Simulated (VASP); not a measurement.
# Rb (Im-3m) in VASP: a series of runs, part 2 of 2

VASP 6.6.1. The steps go on from the part before.

**3. Single point, PBE**

This run uses another cell than the first one, of 93.77 Å³/atom, 1.028 times its volume.

INCAR reads:

```
SYSTEM = Rb
  PREC = Accurate
  ENCUT = 520
  EDIFF = 1E-7
  ISMEAR = -1
  SIGMA = 0.05
  LREAL = .False.
  LASPH = .True.
  NELM = 100
  ALGO = Normal
  ISIF = 2
  LWAVE = .False.
  LCHARG = .False.
  GGA = PE
  NBANDS = 10
```

KPOINTS reads:

```
Automatic mesh
0
Gamma
  10 10 10
  0 0 0
```

POSCAR reads:

```
Rb
1.0
   -2.8619725618      2.8619725618      2.8619725618
    2.8619725618     -2.8619725618      2.8619725618
    2.8619725618      2.8619725618     -2.8619725618
Rb
1
Direct
    0.0000000000      0.0000000000      0.0000000000
```

Potentials or basis: VASP PAW PBE potentials, release 64 (Rb_sv).

Command:

```
cat potpaw_PBE.64/Rb_sv/POTCAR > POTCAR
mpirun -np 1 vasp_std > vasp.out
```

OUTCAR:

```text
SYSTEM = Rb
   PREC = Accurate
   ENCUT = 520
   EDIFF = 1E-7
   ISMEAR = -1
   LREAL = .False.
   LASPH = .True.
   NELM = 100
   ISIF = 2
   GGA = PE

 ion  position               nearest neighbor table
   1  0.000  0.000  0.000-

  LATTYP: Found a body centered cubic cell.
 ALAT       =     5.7239451236

  Lattice vectors:

 A1 = (  -2.8619725618,   2.8619725618,   2.8619725618)
 A2 = (   2.8619725618,  -2.8619725618,   2.8619725618)
 A3 = (   2.8619725618,   2.8619725618,  -2.8619725618)

Analysis of symmetry for initial positions (statically):
=====================================================================
 Subroutine PRICEL returns:
 Original cell was already a primitive cell.

 Routine SETGRP: Setting up the symmetry group for a
 body centered cubic supercell.

 Subroutine GETGRP returns: Found 48 space group operations
 (whereof 48 operations were pure point group operations)
 out of a pool of 48 trial point group operations.

The static configuration has the point symmetry O_h .

Analysis of symmetry for dynamics (positions and initial velocities):
=====================================================================
 Subroutine PRICEL returns:
 Original cell was already a primitive cell.

 Routine SETGRP: Setting up the symmetry group for a
 body centered cubic supercell.

 Subroutine GETGRP returns: Found 48 space group operations
 (whereof 48 operations were pure point group operations)
 out of a pool of 48 trial point group operations.

The dynamic configuration has the point symmetry O_h .

 Subroutine INISYM returns: Found 48 space group operations
 (whereof 48 operations are pure point group operations),
 and found     1 'primitive' translations

----------------------------------------------------------------------------------------

                                     Primitive cell

  volume of cell :      93.7684

  direct lattice vectors                    reciprocal lattice vectors
    -2.861972562  2.861972562  2.861972562     0.000000000  0.174704680  0.174704680
     2.861972562 -2.861972562  2.861972562     0.174704680  0.000000000  0.174704680
     2.861972562  2.861972562 -2.861972562     0.174704680  0.174704680  0.000000000

  length of vectors
     4.957081887  4.957081887  4.957081887     0.247069728  0.247069728  0.247069728

  position of ions in fractional coordinates (direct lattice)
     0.000000000  0.000000000  0.000000000

  ion indices of the primitive-cell ions
   primitive index   ion index
                 1           1

----------------------------------------------------------------------------------------

 KPOINTS: Automatic mesh

Automatic generation of k-mesh.
 Grid dimensions read from file:
 generate k-points for:   10   10   10

 Generating k-lattice:

  Cartesian coordinates                     Fractional coordinates (reciprocal lattice)
     0.000000000  0.017470468  0.017470468     0.100000000  0.000000000  0.000000000
     0.017470468  0.000000000  0.017470468     0.000000000  0.100000000  0.000000000
     0.017470468  0.017470468  0.000000000     0.000000000  0.000000000  0.100000000

  Length of vectors
     0.024706973  0.024706973  0.024706973

  Shift w.r.t. Gamma in fractional coordinates (k-lattice)
     0.000000000  0.000000000  0.000000000

 Subroutine IBZKPT returns following result:
 ===========================================

 Found     47 irreducible k-points:

 Following reciprocal coordinates:
            Coordinates               Weight
  0.000000  0.000000  0.000000      1.000000
  0.100000  0.000000  0.000000     12.000000
  0.200000  0.000000  0.000000     12.000000
  0.300000  0.000000  0.000000     12.000000
  0.400000  0.000000  0.000000     12.000000
  0.500000  0.000000  0.000000      6.000000
[... 16 lines left out ...]
  0.300000  0.300000  0.100000      8.000000
 -0.300000  0.300000  0.100000     24.000000
 [... further k-points ...]
   k-points           NKPTS =     47   k-points in BZ     NKDIM =     47   number of bands    NBANDS=     10
   number of dos      NEDOS =    301   number of ions     NIONS =      1
   total plane-waves  NPLWV =  64000
   dimension x,y,z NGX =    40 NGY =   40 NGZ =   40
   dimension x,y,z NGXF=    80 NGYF=   80 NGZF=   80
   ions per type =               1
   NGX,Y,Z   is equivalent  to a cutoff of  13.41, 13.41, 13.41 a.u.
   NGXF,Y,Z  is equivalent  to a cutoff of  26.83, 26.83, 26.83 a.u.
 SYSTEM =  Rb
   PREC   = accura    normal or accurate (medium, high low for compatibility)
   ISTART =      0    job   : 0-new  1-cont  2-samecut
   ICHARG =      2    charge: 1-file 2-atom 10-const
   ISPIN  =      1    spin polarized calculation?
   LNONCOLLINEAR =      F non collinear calculations
   LSORBIT =      F    spin-orbit coupling
   LASPH  =      T    aspherical Exc in radial PAW
   ENCUT  =  520.0 eV  38.22 Ry    6.18 a.u.   9.22  9.22  9.22*2*pi/ulx,y,z
   NELM   =    100;   NELMIN=  2; NELMDL= -5     # of ELM steps
   EDIFF  = 0.1E-06   stopping-criterion for ELM
   LREAL  =      F    real-space projection
   EDIFFG = 0.1E-05   stopping-criterion for IOM
   NSW    =      0    number of steps for IOM
   IBRION =     -1    ionic relax: 0-MD 1-quasi-New 2-CG
   NFREE  =      0    steps in history (QN), initial steepest desc. (CG)
   ISIF   =      2    stress and relaxation
   ISYM   =      2    0-nonsym 1-usesym 2-fastsym
   POTIM  = 0.5000    time-step for ionic-motion
   TEBEG  =    0.0;   TEEND  =   0.0 temperature during run
   PSTRESS=    0.0 pullay stress
   NELECT =       9.0000    total number of electrons
   NUPDOWN=      -1.0000    fix difference up-down
   EMIN   =  10.00;   EMAX   =-10.00  energy-range for DOS
   EFERMI =   0.00;   METHOD = LEGACY
   ISMEAR =    -1;   SIGMA  =   0.05  broadening in eV -4-tet -1-fermi 0-gaus
   EFERMI_NEDOS =   21; number of points for ismear=-14 and -15
   IALGO  =     38    algorithm
   IMIX   =      4    mixing-type and parameters
     AMIX     =   0.40;   BMIX     =  1.00
     AMIX_MAG =   1.60;   BMIX_MAG =  1.00
  volume/ion in A,a.u.               =      93.77       632.78
  Fermi-wavevector in a.u.,A,eV,Ry     =   0.749555  1.416454  7.644199  0.561833
  Thomas-Fermi vector in A             =   1.846102
   LORBIT       =      0    0 simple, 1 ext, 2 COOP (PROOUT), +10 PAW based schemes
   GGA     = PE    functional components
   LHFCALC =     F    Hartree Fock is set to
   AEXX    =    0.0000 exact exchange contribution
   IVDW    =     0    specifies the selected vdW correction
   LEPSILON=     F    determine dielectric tensor
   LRPA    =     F    only Hartree local field effects (RPA)
 non-spin polarized calculation
  energy-cutoff  :      520.00
  volume of cell :       93.77
 maximum number of plane-waves:      2550
 NGX is ok and might be reduce to    40
   NGX = 19   NGY = 19   NGZ = 19

 number of electron       9.0000000 magnetization

 Free energy of the ion-electron system (eV)
  ---------------------------------------------------
  ext. energy  EPLUGINS =         0.00000000
  ---------------------------------------------------
  free energy    TOTEN  =        -0.93716088 eV

  energy without entropy =       -0.92777254  energy(sigma->0) =       -0.93246671

 E-fermi :  -0.0532     XC(G=0):  -5.3950

 val. band max:       -0.0550541599   @ k =  -0.3000   0.4000   0.2000
 cond. band min:       0.0266235108   @ k =  -0.4000   0.4000   0.2000
 fundamental gap:      0.0816776707
 Fermi energy:        -0.0531732547

 k-point     1 :       0.0000    0.0000    0.0000
  band No.  band energies     occupation
      1     -28.9729      2.00000
      2     -13.0179      2.00000
      3     -13.0179      2.00000
      4     -13.0179      2.00000
      5      -1.9866      2.00000
      6       3.5965      0.00000
      7       3.5965      0.00000
      8       3.5965      0.00000
      9       4.5094      0.00000
     10       4.5094      0.00000

 k-point     2 :       0.1000    0.0000    0.0000
  band No.  band energies     occupation
      1     -28.9726      2.00000
      2     -13.0263      2.00000
      3     -13.0207      2.00000
      4     -13.0179      2.00000
      5      -1.8718      2.00000
      6       3.4062      0.00000
      7       3.4375      0.00000
      8       3.7011      0.00000
      9       4.2967      0.00000
     10       4.4658      0.00000
[... 274 lines left out ...]
 k-point    24 :      -0.3000    0.3000    0.1000
  band No.  band energies     occupation
      1     -28.9702      2.00000
      2     -13.0734      2.00000
      3     -13.0399      2.00000
      4     -13.0244      2.00000
      5      -0.9084      2.00000
      6       2.0498      0.00000
      7       2.8345      0.00000
      8       3.6636      0.00000
      9       4.5015      0.00000
     10       4.9169      0.00000

 [... further k-points ...]
[... 5 lines left out ...]
  --------------------------------------------------------------------------------------
  -------------------------------------------------------------------------------------
  Total       -0.0418086     -0.0418086     -0.0418086      0.0000000      0.0000000     -0.0000000
  in kB       -0.7143651     -0.7143651     -0.7143651      0.0000000      0.0000000     -0.0000000
  external PRESSURE =      -0.7143651 kB  Pullay stress =       0.0000000 kB

 VOLUME and BASIS-vectors are now :
 -----------------------------------------------------------------------------
  energy-cutoff  :      520.00
  volume of cell :       93.77
      direct lattice vectors                 reciprocal lattice vectors
    -2.861972562  2.861972562  2.861972562     0.000000000  0.174704680  0.174704680
     2.861972562 -2.861972562  2.861972562     0.174704680  0.000000000  0.174704680
     2.861972562  2.861972562 -2.861972562     0.174704680  0.174704680  0.000000000

 POSITION                                       TOTAL-FORCE (eV/Angst)
 -----------------------------------------------------------------------------------
      0.00000      0.00000      0.00000        -0.000000      0.000000      0.000000
 -----------------------------------------------------------------------------------
    total drift:                               -0.000000      0.000000     -0.000000

  FREE ENERGIE OF THE ION-ELECTRON SYSTEM (eV)
  ---------------------------------------------------
  free  energy   TOTEN  =        -0.9371608791 eV

  energy  without entropy=       -0.9277725449  energy(sigma->0) =       -0.93246671
```

It took 30 s on 1 thread of Intel Xeon 6975P-C, shared host; peak memory 0.24 GiB.

Results:

| Item | Value |
| --- | --- |
| Free energy | -0.9372 eV |
| Pressure | -0.1 GPa |

Levels at points of the mesh, in eV from the Fermi level:
| k point | band 2 | band 3 | band 4 | band 5 | band 6 | band 7 | band 8 | band 9 |
| --- | --- | --- | --- | --- | --- | --- | --- | --- |
| (0.00, 0.00, 0.00) | -12.96 | -12.96 | -12.96 | -1.93 | 3.65 | 3.65 | 3.65 | 4.56 |
| (0.50, 0.00, 0.00) | -13.05 | -12.99 | -12.96 | 0.24 | 0.76 | 2.58 | 4.19 | 5.08 |
| (0.50, 0.50, 0.50) | -13.03 | -13.03 | -13.03 | 1.28 | 1.28 | 3.17 | 3.17 | 3.17 |

**4. Relaxation of cell and atoms, PBE**

INCAR reads:

```
SYSTEM = Rb
PREC     = Accurate       ! precision mode
ENCUT    = 600            ! plane-wave cutoff, eV
EDIFF    = 1E-6           ! SCF threshold, eV
ISMEAR   = -1             ! smearing method
SIGMA    = 0.05           ! smearing width, eV
LREAL    = .FALSE.        ! projectors in reciprocal space
LASPH    = .TRUE.         ! aspherical terms in the spheres
NELM     = 80             ! most SCF steps
ALGO     = Normal         ! electronic algorithm
ISIF     = 3              ! what is computed and relaxed
LWAVE    = .FALSE.        ! write WAVECAR
LCHARG   = .FALSE.        ! write CHGCAR
GGA      = PE             ! functional
IBRION   = 2              ! ionic algorithm
NSW      = 60             ! ionic steps
EDIFFG   = -0.005         ! ionic threshold
```

KPOINTS reads:

```
Automatic mesh
0
G
  10 10 10
  0 0 0
```

POSCAR reads:

```
Rb
1.0
   -2.8359004032      2.8359004032      2.8359004032
    2.8359004032     -2.8359004032      2.8359004032
    2.8359004032      2.8359004032     -2.8359004032
Rb
1
Direct
    0.0000000000      0.0000000000      0.0000000000
```

Command:

```
cat potpaw_PBE.64/Rb_sv/POTCAR > POTCAR
mpirun -np 1 vasp_std > vasp.out
```

It took 20 s on 1 thread of Intel Xeon 6975P-C, shared host; peak memory 0.25 GiB.

Results (log left out):

```yaml
Free_energy: -0.9377 eV
Pressure_after_relaxing: 0.0 GPa
```

Final structure:
```
Rb
1.0
    -2.83590    2.83590    2.83590
     2.83590   -2.83590    2.83590
     2.83590    2.83590   -2.83590
Rb
1
Direct
  0.00000 0.00000 0.00000
```

Levels at points of the mesh, in eV from the Fermi level:
| k point | band 2 | band 3 | band 4 | band 5 | band 6 | band 7 | band 8 |
| --- | --- | --- | --- | --- | --- | --- | --- |
| (0.00, 0.00, 0.00) | -12.95 | -12.95 | -12.95 | -1.97 | 3.67 | 3.67 | 3.67 |
| (0.50, 0.00, 0.00) | -13.04 | -12.98 | -12.95 | 0.24 | 0.78 | 2.58 | 4.25 |
| (0.50, 0.50, 0.50) | -13.02 | -13.02 | -13.02 | 1.26 | 1.26 | 3.24 | 3.24 |

Caveat: the relaxation stopped at its first step, so nothing moved.

**5. Overview**

| task | cell | cutoff (eV) | gap on the mesh (eV) | pressure (GPa) |
| --- | --- | --- | --- | --- |
| single point | a = 4.912 Å, angles 109.5°, 1 atom | 520 | none | 0.0 |
| single point | a = 4.957 Å, angles 109.5°, 1 atom | 520 | none | -0.1 |
| relaxation of cell and atoms | relaxed from a = 4.912 Å, angles 109.5°, 1 atom | 600 | none | 0.0 |

Alike in all rows: level PBE; potentials or basis VASP PAW PBE potentials, release 64 (Rb_sv); no spin polarisation; k mesh 10 × 10 × 10; smearing fermi-dirac 0.05 eV.

Caveats: the relaxation stopped at its first step, so nothing moved (some runs).

Absolute energies hang on the potentials; compare differences alone.
